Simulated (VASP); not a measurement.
Write the native input for VASP 6.6.1 that does the following.

* Task: single point
* Functional: r2SCAN
* Dispersion: D3(BJ)
* Potentials or basis: VASP PAW PBE potentials, release 64 (Bi_d)
* Cutoff: 520 eV
* k mesh: 12 × 12 × 12
* Occupations: gaussian, width 0.1 eV
* Spin: no spin polarisation
* Dipole correction: no
* Further INCAR settings: ALGO = Normal; EDIFF = 1e-07; NBANDS = 22

The system is Bi.

```
Bi
1.0
     2.25874    1.30408    4.01972
    -2.25874    1.30408    4.01972
     0.00000   -2.60816    4.01972
Bi
2
Cartesian
  0.0000 0.0000 2.8147
  0.0000 0.0000 9.2444
```

These files were run (other wordings do the same):

POSCAR

```
Bi
1.0
    2.2587368485      1.3040823275      4.0197193975
   -2.2587368485      1.3040823275      4.0197193975
    0.0000000000     -2.6081646550      4.0197193975
Bi
2
Direct
    0.2334099489      0.2334099489      0.2334099489
    0.7665900511      0.7665900511      0.7665900511
```

INCAR.step1

```
PREC = Accurate
ENCUT = 520
ISMEAR = 0
SIGMA = 0.1
LREAL = False
LASPH = True
NELM = 60
NBANDS = 22
GGA = PE
ALGO = Normal
EDIFF = 1E-4
LWAVE = True
LCHARG = False
```

INCAR.step2

```
PREC = Accurate
ENCUT = 520
EDIFF = 1E-7
ISMEAR = 0
SIGMA = 0.1
LREAL = False
LASPH = True
NELM = 60
ALGO = Normal
ISIF = 2
LWAVE = False
LCHARG = True
METAGGA = R2SCAN
LMIXTAU = True
IVDW = 12
VDW_S6 = 1.0
VDW_S8 = 0.78981345
VDW_A1 = 0.49484001
VDW_A2 = 5.73083694
LELF = True
LVHAR = True
NBANDS = 22
ISTART = 1
```

KPOINTS

```
regular mesh
0
Gamma
  12 12 12
```

Potentials or basis: VASP PAW PBE potentials, release 64 (Bi_d).

Launch:

```sh
$ cat potpaw_PBE.64/Bi_d/POTCAR > POTCAR
$ cp INCAR.step1 INCAR
$ mpirun -np 1 vasp_std > vasp.out
$ cp INCAR.step2 INCAR
$ mpirun -np 1 vasp_std > vasp.out
```

It gave:

```yaml
Pressure: 0.0 GPa
Largest_force: 0.008 eV/Å
Band_gap_on_the_k_mesh: zero (bands 15 and 16 overlap by 0.10 eV)
Dispersion_energy_per_atom: -0.210 eV
```

Caveat: the PAW data sets were made with another functional, which shifts forces and pressure a little; spin-orbit coupling is left out, which moves the levels of the heavy elements.

It took 7.4 min on 1 thread of Intel(R) Xeon(R) 6975P-C (Granite Rapids), with other jobs on the host, peak memory 0.39 GiB.
